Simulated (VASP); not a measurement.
# KBr in VASP: settings compared, part 2 of 2

VASP 6.6.1. Earlier steps stand in the parts before.

### Step 3. Single point, r2SCAN, non-collinear spin, zero start, spin-orbit coupling

POSCAR

```
KBr
1.0
    0.0000000000      3.3000000000      3.3000000000
    3.3000000000      0.0000000000      3.3000000000
    3.3000000000      3.3000000000      0.0000000000
Br K
1 1
Direct
    0.5000000000      0.5000000000      0.5000000000
    0.0000000000      0.0000000000      0.0000000000
```

INCAR.step1

```
PREC = Accurate
ENCUT = 520
ISMEAR = 1
SIGMA = 0.05
LREAL = False
LASPH = True
NELM = 150
MAGMOM = 0 0 0 0 0 0
LSORBIT = True
GGA_COMPAT = False
NBANDS = 28
GGA = PE
ALGO = Normal
EDIFF = 1E-4
LWAVE = True
LCHARG = False
```

INCAR.step2

```
PREC = Accurate
ENCUT = 520
EDIFF = 1E-7
ISMEAR = 1
SIGMA = 0.05
LREAL = False
LASPH = True
NELM = 150
ALGO = Normal
ISIF = 2
LWAVE = False
LCHARG = False
MAGMOM = 0 0 0 0 0 0
LORBIT = 11
LSORBIT = True
GGA_COMPAT = False
LORBMOM = True
METAGGA = R2SCAN
LMIXTAU = True
NBANDS = 28
ISTART = 1
```

KPOINTS

```
regular mesh
0
Gamma
  6 6 6
```

Potentials or basis: VASP PAW PBE potentials, release 64 (Br, K_sv).

Command:

```bash
cat potpaw_PBE.64/Br/POTCAR potpaw_PBE.64/K_sv/POTCAR > POTCAR
cp INCAR.step1 INCAR
mpirun -np 1 vasp_ncl > vasp.out
cp INCAR.step2 INCAR
mpirun -np 1 vasp_ncl > vasp.out
```

OUTCAR:

```text
PREC = Accurate
   ENCUT = 520
   EDIFF = 1E-7
   ISMEAR = 1
   LREAL = False
   LASPH = True
   NELM = 150
   ISIF = 2
   LORBIT = 11
   LSORBIT = True
   METAGGA = R2SCAN
   ISTART = 1

 ion  position               nearest neighbor table
   1  0.500  0.500  0.500-   2 3.30   2 3.30   2 3.30   2 3.30   2 3.30   2 3.30
   2  0.000  0.000  0.000-   1 3.30   1 3.30   1 3.30   1 3.30   1 3.30   1 3.30

  LATTYP: Found a face centered cubic cell.
 ALAT       =     6.6000000000

  Lattice vectors:

 A1 = (   0.0000000000,   3.3000000000,   3.3000000000)
 A2 = (   3.3000000000,   0.0000000000,   3.3000000000)
 A3 = (   3.3000000000,   3.3000000000,   0.0000000000)

Analysis of symmetry for initial positions (statically):
=====================================================================
 Subroutine PRICEL returns:
 Original cell was already a primitive cell.

 Routine SETGRP: Setting up the symmetry group for a
 face centered cubic supercell.

 Subroutine GETGRP returns: Found 48 space group operations
 (whereof 48 operations were pure point group operations)
 out of a pool of 48 trial point group operations.

The static configuration has the point symmetry O_h .

Analysis of symmetry for dynamics (positions and initial velocities):
=====================================================================
 Subroutine PRICEL returns:
 Original cell was already a primitive cell.

 Routine SETGRP: Setting up the symmetry group for a
 face centered cubic supercell.

 Subroutine GETGRP returns: Found 48 space group operations
 (whereof 48 operations were pure point group operations)
 out of a pool of 48 trial point group operations.

The dynamic configuration has the point symmetry O_h .

Analysis of structural, dynamic, and magnetic symmetry:
=====================================================================
 Subroutine PRICEL returns:
 Original cell was already a primitive cell.

 Routine SETGRP: Setting up the symmetry group for a
 face centered cubic supercell.

 Subroutine GETGRP returns: Found 48 space group operations
 (whereof 48 operations were pure point group operations)
 out of a pool of 48 trial point group operations.

The overall configuration has the point symmetry O_h .

 Subroutine INISYM returns: Found 48 space group operations
 (whereof 48 operations are pure point group operations),
 and found     1 'primitive' translations

----------------------------------------------------------------------------------------

                                     Primitive cell

  volume of cell :      71.8740

  direct lattice vectors                    reciprocal lattice vectors
     0.000000000  3.300000000  3.300000000    -0.151515152  0.151515152  0.151515152
     3.300000000  0.000000000  3.300000000     0.151515152 -0.151515152  0.151515152
     3.300000000  3.300000000  0.000000000     0.151515152  0.151515152 -0.151515152

[... 631 lines left out ...]

  FORCE on cell =-STRESS in cart. coord.  units (eV):
  Direction    XX          YY          ZZ          XY          YZ          ZX
  --------------------------------------------------------------------------------------
  -------------------------------------------------------------------------------------
  Total        0.0290675      0.0290675      0.0290675     -0.0000000      0.0000000     -0.0000000
  in kB        0.6479570      0.6479570      0.6479570     -0.0000000      0.0000000     -0.0000000
  external PRESSURE =       0.6479570 kB  Pullay stress =       0.0000000 kB

 VOLUME and BASIS-vectors are now :
 -----------------------------------------------------------------------------
  energy-cutoff  :      520.00
  volume of cell :       71.87
      direct lattice vectors                 reciprocal lattice vectors
     0.000000000  3.300000000  3.300000000    -0.151515152  0.151515152  0.151515152
     3.300000000  0.000000000  3.300000000     0.151515152 -0.151515152  0.151515152
     3.300000000  3.300000000  0.000000000     0.151515152  0.151515152 -0.151515152

 POSITION                                       TOTAL-FORCE (eV/Angst)
 -----------------------------------------------------------------------------------
      3.30000      3.30000      3.30000        -0.000000      0.000000     -0.000000
      0.00000      0.00000      0.00000         0.000000     -0.000000      0.000000
 -----------------------------------------------------------------------------------
    total drift:                                0.000000      0.000000      0.000000

  FREE ENERGIE OF THE ION-ELECTRON SYSTEM (eV)
  ---------------------------------------------------
  free  energy   TOTEN  =       -23.2760838478 eV

  energy  without entropy=      -23.2761190030  energy(sigma->0) =      -23.27609557

 orbital moment (x)

 # of ion     p       d       tot
 ----------------------------------------
  1         0.000  -0.000  -0.000
  2         0.000   0.000   0.000
 ----------------------------------------
            0.000  -0.000  -0.000

 orbital moment (y)

 # of ion     p       d       tot
 ----------------------------------------
  1         0.000  -0.000  -0.000
  2         0.000   0.000   0.000
 ----------------------------------------
            0.000   0.000   0.000

 orbital moment (z)

 # of ion     p       d       tot
 ----------------------------------------
  1         0.000   0.000   0.000
  2         0.000   0.000   0.000
 ----------------------------------------
            0.000   0.000   0.000

 Spin-Orbit-Coupling matrix elements

 Ion:    1  E_soc:     -0.0480032
 l=   1
     0.0000000    -0.0080003    -0.0080003
    -0.0080003     0.0000000    -0.0080003
    -0.0080003    -0.0080003     0.0000000
 l=   2
     0.0000000    -0.0000001     0.0000000    -0.0000001    -0.0000001
    -0.0000001     0.0000000    -0.0000001    -0.0000001    -0.0000000
     0.0000000    -0.0000001     0.0000000    -0.0000001     0.0000000
    -0.0000001    -0.0000001    -0.0000001     0.0000000    -0.0000000
    -0.0000001    -0.0000000     0.0000000    -0.0000000     0.0000000
 l=   3
     0.0000000     0.0000000     0.0000000     0.0000000     0.0000000     0.0000000     0.0000000
     0.0000000     0.0000000     0.0000000     0.0000000     0.0000000     0.0000000     0.0000000
     0.0000000     0.0000000     0.0000000     0.0000000     0.0000000     0.0000000     0.0000000
     0.0000000     0.0000000     0.0000000     0.0000000     0.0000000     0.0000000     0.0000000
     0.0000000     0.0000000     0.0000000     0.0000000     0.0000000     0.0000000     0.0000000
     0.0000000     0.0000000     0.0000000     0.0000000     0.0000000     0.0000000     0.0000000
     0.0000000     0.0000000     0.0000000     0.0000000     0.0000000     0.0000000     0.0000000

 Ion:    2  E_soc:     -0.0072093
 l=   1
     0.0000000    -0.0012006    -0.0012006
    -0.0012006     0.0000000    -0.0012006
    -0.0012006    -0.0012006     0.0000000
 l=   2
     0.0000000     0.0000001     0.0000000     0.0000001    -0.0000011
     0.0000001     0.0000000    -0.0000008     0.0000001    -0.0000003
     0.0000000    -0.0000008     0.0000000    -0.0000008     0.0000000
     0.0000001     0.0000001    -0.0000008     0.0000000    -0.0000003
    -0.0000011    -0.0000003     0.0000000    -0.0000003     0.0000000
 l=   3
     0.0000000     0.0000000     0.0000000     0.0000000     0.0000000     0.0000000     0.0000000
     0.0000000     0.0000000     0.0000000     0.0000000     0.0000000     0.0000000     0.0000000
     0.0000000     0.0000000     0.0000000     0.0000000     0.0000000     0.0000000     0.0000000
     0.0000000     0.0000000     0.0000000     0.0000000     0.0000000     0.0000000     0.0000000
     0.0000000     0.0000000     0.0000000     0.0000000     0.0000000     0.0000000     0.0000000
     0.0000000     0.0000000     0.0000000     0.0000000     0.0000000     0.0000000     0.0000000
     0.0000000     0.0000000     0.0000000     0.0000000     0.0000000     0.0000000     0.0000000

 total charge

# of ion       s       p       d       tot
------------------------------------------
    1        1.594   3.339   0.001   4.934
    2        1.958   5.680   0.022   7.660
--------------------------------------------------
tot          3.552   9.019   0.023  12.594

 magnetization (x)

# of ion       s       p       d       tot
------------------------------------------
    1        0.000   0.000   0.000   0.000
    2        0.000   0.000   0.000   0.000
--------------------------------------------------
tot          0.000   0.000   0.000   0.000

 magnetization (y)

# of ion       s       p       d       tot
------------------------------------------
    1       -0.000   0.000   0.000   0.000
    2       -0.000   0.000   0.000  -0.000
--------------------------------------------------
tot         -0.000   0.000   0.000   0.000

 magnetization (z)

# of ion       s       p       d       tot
------------------------------------------
    1        0.000   0.000   0.000   0.000
    2        0.000   0.000   0.000   0.000
--------------------------------------------------
tot          0.000   0.000   0.000   0.000
```

Wall time 3.3 min (1 thread of Intel Xeon 6975P-C (Granite Rapids), shared host); peak memory 0.47 GiB.

What came out:

```
Free energy                                           : -23.2761 eV
Pressure                                              : 0.1 GPa
Net moment                                            : 0.00 μB per cell
Valence electrons inside the program's atomic spheres : Br 4.93; K 7.66
```

Moments on the atoms (μB; x, y, z):
```
Br  0.00 0.00 0.00
K   0.00 0.00 0.00
```

Caveat: the PAW data sets were made with another functional, which shifts forces and pressure a little.

### Step 4. Single point, PBE

INCAR

```
  PREC = Accurate
  ENCUT = 520
  EDIFF = 1E-6
  ISMEAR = 0
  SIGMA = 0.05
  LREAL = False
  LASPH = True
  NELM = 80
  ALGO = Normal
  ISIF = 2
  LWAVE = False
  LCHARG = False
  GGA = PE
  NBANDS = 15
```

KPOINTS

```
regular mesh
0
Gamma
  8 8 8
```

POSCAR

```
KBr
1.0
    0.0000000000      3.3000000000      3.3000000000
    3.3000000000      0.0000000000      3.3000000000
    3.3000000000      3.3000000000      0.0000000000
Br K
1 1
Direct
    0.4981360000      0.5049930000      0.5047960000
   -0.0032670000      0.0131940000     -0.0053410000
```

Command:

```bash
cat potpaw_PBE.64/Br/POTCAR potpaw_PBE.64/K_sv/POTCAR > POTCAR
mpirun -np 1 vasp_std > vasp.out
```

Run time: 92 s. Hardware: 1 thread of Intel Xeon 6975P-C (Granite Rapids), shared host; peak memory 0.42 GiB.

Results (log left out):

```
Free energy            : -6.2138 eV
Pressure               : 0.8 GPa
Largest force          : 0.056 eV/Å
Band gap on the k mesh : 4.43 eV
```

Forces in eV/Å, atoms in the order of the input:
```
Br  -0.008 -0.047  0.028
K    0.008  0.047 -0.028
```

Levels at points of the mesh, in eV from the valence-band top:
| k point | band 4 | band 5 | band 6 | band 7 | band 8 | band 9 | band 10 | band 11 | band 12 | band 13 |
| --- | --- | --- | --- | --- | --- | --- | --- | --- | --- | --- |
| (0.00, 0.00, 0.00) | -11.26 | -11.26 | 0.00 | 0.00 | 0.00 | 4.43 | 7.60 | 7.61 | 7.61 | 8.43 |
| (0.50, 0.00, 0.00) | -11.26 | -11.01 | -1.18 | -0.33 | -0.33 | 6.59 | 8.23 | 9.75 | 9.75 | 10.08 |
| (0.00, 0.50, 0.00) | -11.26 | -11.01 | -1.18 | -0.33 | -0.33 | 6.59 | 8.23 | 9.75 | 9.76 | 10.08 |
| (0.00, 0.00, 0.50) | -11.26 | -11.01 | -1.18 | -0.33 | -0.33 | 6.59 | 8.24 | 9.75 | 9.76 | 10.07 |
| (0.50, 0.50, 0.50) | -11.26 | -11.01 | -1.18 | -0.33 | -0.33 | 6.59 | 8.23 | 9.75 | 9.75 | 10.08 |
| (0.50, 0.50, 0.00) | -11.29 | -11.29 | -0.81 | -0.29 | -0.28 | 5.87 | 7.20 | 9.37 | 9.48 | 9.71 |
| (0.00, 0.50, 0.50) | -11.29 | -11.29 | -0.81 | -0.29 | -0.29 | 5.87 | 7.20 | 9.37 | 9.51 | 9.68 |
| (0.50, 0.00, 0.50) | -11.29 | -11.29 | -0.81 | -0.29 | -0.29 | 5.87 | 7.20 | 9.37 | 9.44 | 9.75 |

A k mesh can miss the band edges. As with any semilocal functional, this PBE gap is likely too small.
